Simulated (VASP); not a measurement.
# VWC2 (R-3m) in VASP: settings compared

Aim: see how the results for VWC2 move with the level of theory and the settings. Levels: PBEsol+D4, PBEsol. Tasks: single point.

Program: VASP 6.6.1. These are calculated values, not measurements. Logs are shortened: lines on timing, memory, paths and dates and some standing lists are left out, and cuts for length are marked.

### 1 The cell of the first run

The structure is trigonal, space group R-3m (No. 166). Conventional cell: a = 2.993 Å, b = 2.993 Å, c = 14.571 Å, α = 90.00°, β = 90.00°, γ = 120.00°. Within 2.8 Å of W (site symmetry -3m) lie 6 C at 2.14 Å. V (site symmetry -3m) has 6 C at 2.08 Å within 2.8 Å. Within 3.1 Å of C (site symmetry 3m) lie 3 V at 2.08 Å and 3 W at 2.14 Å and 12 C at 2.89 to 3.07 Å.

### 2 Single point, PBEsol+D4, collinear spin, ferromagnetic start

INCAR

```
SYSTEM = VWC2
PREC     = Accurate       ! precision mode
ENCUT    = 520            ! plane-wave cutoff, eV
EDIFF    = 1E-6           ! SCF threshold, eV
ISMEAR   = -1             ! smearing method
SIGMA    = 0.05           ! smearing width, eV
LREAL    = .FALSE.        ! projectors in reciprocal space
LASPH    = .TRUE.         ! aspherical terms in the spheres
NELM     = 150            ! most SCF steps
ALGO     = Normal         ! electronic algorithm
ISIF     = 2              ! what is computed and relaxed
LWAVE    = .FALSE.        ! write WAVECAR
LCHARG   = .TRUE.         ! write CHGCAR
ISPIN    = 2              ! spin polarisation
MAGMOM   = 0 2 0 0        ! initial moments
LORBIT   = 11             ! projections on sites
LMAXMIX  = 4              ! l up to which the mixer works
GGA      = PS             ! functional
IVDW     = 13             ! dispersion correction
LELF     = .TRUE.         ! ELF
LVHAR    = .TRUE.       
NBANDS   = 30             ! bands
```

KPOINTS

```
Automatic mesh
0
G
  10 10 10
  0 0 0
```

POSCAR

```
VWC2
1.0
    1.4966694877      0.8641025316      4.8568596597
   -1.4966694877      0.8641025316      4.8568596597
    0.0000000000     -1.7282050632      4.8568596597
W V C
1 1 2
Direct
    0.0000000000      0.0000000000      0.0000000000
    0.5000000000      0.5000000000      0.5000000000
    0.2461507580      0.2461507580      0.2461507580
    0.7538492420      0.7538492420      0.7538492420
```

Potentials or basis: VASP PAW PBE potentials, release 64 (W_sv, V_sv, C).

Run with:

```
$ cat potpaw_PBE.64/W_sv/POTCAR potpaw_PBE.64/V_sv/POTCAR potpaw_PBE.64/C/POTCAR > POTCAR
$ mpirun -np 1 vasp_std > vasp.out
```

OUTCAR:

```text
SYSTEM = VWC2
   PREC = Accurate
   ENCUT = 520
   EDIFF = 1E-6
   ISMEAR = -1
   LREAL = .FALSE.
   LASPH = .TRUE.
   NELM = 150
   ISIF = 2
   ISPIN = 2
   LORBIT = 11
   GGA = PS
   IVDW = 13

 ion  position               nearest neighbor table
   1  0.000  0.000  0.000-   4 2.14   3 2.14   4 2.14   4 2.14   3 2.14   3 2.14   2 2.98   2 2.98
                             2 2.98   2 2.98   2 2.98   2 2.98
   2  0.500  0.500  0.500-   3 2.08   4 2.08   3 2.08   3 2.08   4 2.08   4 2.08   1 2.98   1 2.98
                             1 2.98   1 2.98   1 2.98   1 2.98
   3  0.246  0.246  0.246-   2 2.08   2 2.08   2 2.08   1 2.14   1 2.14   1 2.14
   4  0.754  0.754  0.754-   2 2.08   2 2.08   2 2.08   1 2.14   1 2.14   1 2.14

  LATTYP: Found a trigonal (rhomboedric) cell.
 ALAT       =     5.1551700743
 COS(alpha) =     0.8314239746

  Lattice vectors:

 A1 = (   1.4966694877,   0.8641025316,   4.8568596597)
 A2 = (  -1.4966694877,   0.8641025316,   4.8568596597)
 A3 = (   0.0000000000,  -1.7282050632,   4.8568596597)

Analysis of symmetry for initial positions (statically):
=====================================================================
 Subroutine PRICEL returns:
 Original cell was already a primitive cell.

 Routine SETGRP: Setting up the symmetry group for a
 trigonal (rhombohedral) supercell.

 Subroutine GETGRP returns: Found 12 space group operations
 (whereof 12 operations were pure point group operations)
 out of a pool of 12 trial point group operations.

The static configuration has the point symmetry D_3d.

Analysis of symmetry for dynamics (positions and initial velocities):
=====================================================================
 Subroutine PRICEL returns:
 Original cell was already a primitive cell.

 Routine SETGRP: Setting up the symmetry group for a
 trigonal (rhombohedral) supercell.

 Subroutine GETGRP returns: Found 12 space group operations
 (whereof 12 operations were pure point group operations)
 out of a pool of 12 trial point group operations.

The dynamic configuration has the point symmetry D_3d.

Analysis of structural, dynamic, and magnetic symmetry:
=====================================================================
 Subroutine PRICEL returns:
 Original cell was already a primitive cell.

 Routine SETGRP: Setting up the symmetry group for a
 trigonal (rhombohedral) supercell.

 Subroutine GETGRP returns: Found 12 space group operations
 (whereof 12 operations were pure point group operations)
 out of a pool of 12 trial point group operations.

The overall configuration has the point symmetry D_3d.

 Subroutine INISYM returns: Found 12 space group operations
 (whereof 12 operations are pure point group operations),
 and found     1 'primitive' translations

----------------------------------------------------------------------------------------

                                     Primitive cell

  volume of cell :      37.6876

  direct lattice vectors                    reciprocal lattice vectors
     1.496669488  0.864102532  4.856859660     0.334075094  0.192878346  0.068631453
    -1.496669488  0.864102532  4.856859660    -0.334075094  0.192878346  0.068631453
     0.000000000 -1.728205063  4.856859660     0.000000000 -0.385756691  0.068631453

  length of vectors
     5.155170074  5.155170074  5.155170074     0.391814371  0.391814371  0.391814371

  position of ions in fractional coordinates (direct lattice)
     0.000000000  0.000000000  0.000000000
     0.500000000  0.500000000  0.500000000
     0.246150758  0.246150758  0.246150758
     0.753849242  0.753849242  0.753849242

  ion indices of the primitive-cell ions
   primitive index   ion index
                 1           1
                 2           2
                 3           3
                 4           4

----------------------------------------------------------------------------------------

 KPOINTS: Automatic mesh

Automatic generation of k-mesh.
 Grid dimensions read from file:
 generate k-points for:   10   10   10

 Generating k-lattice:

  Cartesian coordinates                     Fractional coordinates (reciprocal lattice)
     0.033407509  0.019287835  0.006863145     0.100000000 -0.000000000  0.000000000
    -0.033407509  0.019287835  0.006863145    -0.000000000  0.100000000  0.000000000
     0.000000000 -0.038575669  0.006863145     0.000000000  0.000000000  0.100000000

  Length of vectors
     0.039181437  0.039181437  0.039181437

  Shift w.r.t. Gamma in fractional coordinates (k-lattice)
     0.000000000  0.000000000  0.000000000

 Subroutine IBZKPT returns following result:
 ===========================================

 Found    116 irreducible k-points:

 Following reciprocal coordinates:
            Coordinates               Weight
  0.000000  0.000000  0.000000      1.000000
  0.100000  0.000000 -0.000000      6.000000
  0.200000  0.000000 -0.000000      6.000000
  0.300000  0.000000  0.000000      6.000000
  0.400000  0.000000  0.000000      6.000000
  0.500000  0.000000 -0.000000      3.000000
[... 16 lines left out ...]
  0.300000  0.300000  0.000000      6.000000
  0.400000  0.300000  0.000000     12.000000
 [... further k-points ...]
   k-points           NKPTS =    116   k-points in BZ     NKDIM =    116   number of bands    NBANDS=     30
   number of dos      NEDOS =    301   number of ions     NIONS =      4
   total plane-waves  NPLWV =  64000
   dimension x,y,z NGX =    40 NGY =   40 NGZ =   40
   dimension x,y,z NGXF=    80 NGYF=   80 NGZF=   80
   ions per type =               1   1   2
   NGX,Y,Z   is equivalent  to a cutoff of  12.90, 12.90, 12.90 a.u.
   NGXF,Y,Z  is equivalent  to a cutoff of  25.80, 25.80, 25.80 a.u.
 SYSTEM =  VWC2
   PREC   = accura    normal or accurate (medium, high low for compatibility)
   ISTART =      0    job   : 0-new  1-cont  2-samecut
   ICHARG =      2    charge: 1-file 2-atom 10-const
   ISPIN  =      2    spin polarized calculation?
   LNONCOLLINEAR =      F non collinear calculations
   LSORBIT =      F    spin-orbit coupling
   LASPH  =      T    aspherical Exc in radial PAW
   ENCUT  =  520.0 eV  38.22 Ry    6.18 a.u.   9.59  9.59  9.59*2*pi/ulx,y,z
   NELM   =    150;   NELMIN=  2; NELMDL= -5     # of ELM steps
   EDIFF  = 0.1E-05   stopping-criterion for ELM
   LREAL  =      F    real-space projection
   EDIFFG = 0.1E-04   stopping-criterion for IOM
   NSW    =      0    number of steps for IOM
   IBRION =     -1    ionic relax: 0-MD 1-quasi-New 2-CG
   NFREE  =      0    steps in history (QN), initial steepest desc. (CG)
   ISIF   =      2    stress and relaxation
   ISYM   =      2    0-nonsym 1-usesym 2-fastsym
   POTIM  = 0.5000    time-step for ionic-motion
   TEBEG  =    0.0;   TEEND  =   0.0 temperature during run
   PSTRESS=    0.0 pullay stress
   NELECT =      35.0000    total number of electrons
   NUPDOWN=      -1.0000    fix difference up-down
   EMIN   =  10.00;   EMAX   =-10.00  energy-range for DOS
   EFERMI =   0.00;   METHOD = LEGACY
   ISMEAR =    -1;   SIGMA  =   0.05  broadening in eV -4-tet -1-fermi 0-gaus
   EFERMI_NEDOS =   21; number of points for ismear=-14 and -15
   IALGO  =     38    algorithm
   IMIX   =      4    mixing-type and parameters
     AMIX     =   0.40;   BMIX     =  1.00
     AMIX_MAG =   1.60;   BMIX_MAG =  1.00
  volume/ion in A,a.u.               =       9.42        63.58
  Fermi-wavevector in a.u.,A,eV,Ry     =   1.597220  3.018309 34.710000  2.551113
  Thomas-Fermi vector in A             =   2.694861
   LORBIT       =     11    0 simple, 1 ext, 2 COOP (PROOUT), +10 PAW based schemes
   GGA     = PS    functional components
   LHFCALC =     F    Hartree Fock is set to
   AEXX    =    0.0000 exact exchange contribution
   IVDW    =    13    specifies the selected vdW correction
   LEPSILON=     F    determine dielectric tensor
   LRPA    =     F    only Hartree local field effects (RPA)
 spin polarized calculation
  energy-cutoff  :      520.00
  volume of cell :       37.69
 maximum number of plane-waves:      1037
 NGX is ok and might be reduce to    40
   NGX = 19   NGY = 19   NGZ = 19

 number of electron      35.0000002 magnetization      -0.0000231

 number of electron      35.0000002 magnetization       0.0000380

 Free energy of the ion-electron system (eV)
  ---------------------------------------------------
  ext. energy  EPLUGINS =         0.00000000
  ---------------------------------------------------
  free energy    TOTEN  =       -43.47271831 eV

  energy without entropy =      -43.45360828  energy(sigma->0) =      -43.46316329

 E-fermi :  12.1706     XC(G=0): -13.9331

 val. band max:       12.1555533293   @ k =   0.0000   0.0000   0.0000
 cond. band min:      12.2020729202   @ k =   0.3000   0.2000   0.1000
 fundamental gap:      0.0465195909
 Fermi energy:        12.1706387490

 spin component 1

 k-point     1 :       0.0000    0.0000    0.0000
  band No.  band energies     occupation
      1     -62.8938      1.00000
      2     -52.6633      1.00000
      3     -27.3666      1.00000
      4     -26.9198      1.00000
      5     -26.9198      1.00000
      6     -26.5863      1.00000
[... 757 lines left out ...]
     28      23.2433      0.00000
     29      25.3183      0.00000

 [... further k-points ...]

 spin component 2

 k-point     1 :       0.0000    0.0000    0.0000
  band No.  band energies     occupation
      1     -62.8938      1.00000
      2     -52.6633      1.00000
      3     -27.3666      1.00000
      4     -26.9198      1.00000
      5     -26.9198      1.00000
      6     -26.5863      1.00000
[... 757 lines left out ...]
     28      23.2433      0.00000
     29      25.3183      0.00000

 [... further k-points ...]

 [bands above 29 left out]

------------------------ aborting loop because EDIFF is reached ----------------------------------------

  DFT-D4 for vdW energy calculation

  Edisp (eV):   -1.00107

  FORCE on cell =-STRESS in cart. coord.  units (eV):
  Direction    XX          YY          ZZ          XY          YZ          ZX
  --------------------------------------------------------------------------------------
  -------------------------------------------------------------------------------------
  Total       0.16386     0.16386     0.19646     0.00000    -0.00000    -0.00000
  in kB       6.96603     6.96603     8.35194     0.00000    -0.00000    -0.00000
  external pressure =        7.43 kB  Pullay stress =        0.00 kB

 VOLUME and BASIS-vectors are now :
 -----------------------------------------------------------------------------
  energy-cutoff  :      520.00
  volume of cell :       37.69
      direct lattice vectors                 reciprocal lattice vectors
     1.496669488  0.864102532  4.856859660     0.334075094  0.192878346  0.068631453
    -1.496669488  0.864102532  4.856859660    -0.334075094  0.192878346  0.068631453
     0.000000000 -1.728205063  4.856859660     0.000000000 -0.385756691  0.068631453

 POSITION                                       TOTAL-FORCE (eV/Angst)
 -----------------------------------------------------------------------------------
      0.00000      0.00000      0.00000         0.000000      0.000000      0.000000
      0.00000      0.00000      7.28529        -0.000000      0.000000      0.000000
      0.00000      0.00000      3.58656        -0.000000     -0.000000     -0.028139
      0.00000      0.00000     10.98402        -0.000000      0.000000      0.028139
 -----------------------------------------------------------------------------------
    total drift:                               -0.000000     -0.000000     -0.000000

  FREE ENERGIE OF THE ION-ELECTRON SYSTEM (eV)
  ---------------------------------------------------
  free  energy   TOTEN  =       -44.4737906124 eV

  energy  without entropy=      -44.4546805803  energy(sigma->0) =      -44.46423560

 total charge

# of ion       s       p       d       tot
------------------------------------------
    1        2.335   6.427   3.473  12.236
    2        2.258   6.321   3.211  11.790
    3        0.875   1.573   0.000   2.447
    4        0.875   1.573   0.000   2.447
--------------------------------------------------
tot          6.343  15.894   6.684  28.921

 magnetization (x)

# of ion       s       p       d       tot
------------------------------------------
    1        0.000   0.000   0.000   0.000
    2       -0.000  -0.000  -0.000  -0.000
    3       -0.000  -0.000   0.000  -0.000
    4       -0.000  -0.000   0.000  -0.000
--------------------------------------------------
tot         -0.000  -0.000  -0.000  -0.000
```

Run time: 6.3 min. Hardware: 1 thread of Intel Xeon Platinum 8488C (Sapphire Rapids), shared host; peak memory 0.44 GiB.

Results:

```yaml
Free_energy: -44.4738 eV
Pressure: 0.7 GPa
Largest_force: 0.028 eV/Å
Net_moment: 0.00 μB per cell
Valence_electrons_inside_the_program's_atomic_spheres: W 12.24; V 11.79; C 2.45
Dispersion_energy_per_atom: -0.250 eV
```

Forces in eV/Å, atoms in the order of the input:
```
W    0.000  0.000  0.000
V    0.000  0.000  0.000
C    0.000  0.000 -0.028
C    0.000  0.000  0.028
```

Stress tensor (GPa, compression positive):
```
0.70 0.00 0.00
0.00 0.70 0.00
0.00 0.00 0.84
```

Caveat: the moments typed at the start vanished in this run; the PAW data sets were made with another functional, which shifts forces and pressure a little; spin-orbit coupling is left out, which moves the levels of the heavy elements.

[end of part 1 of 3]
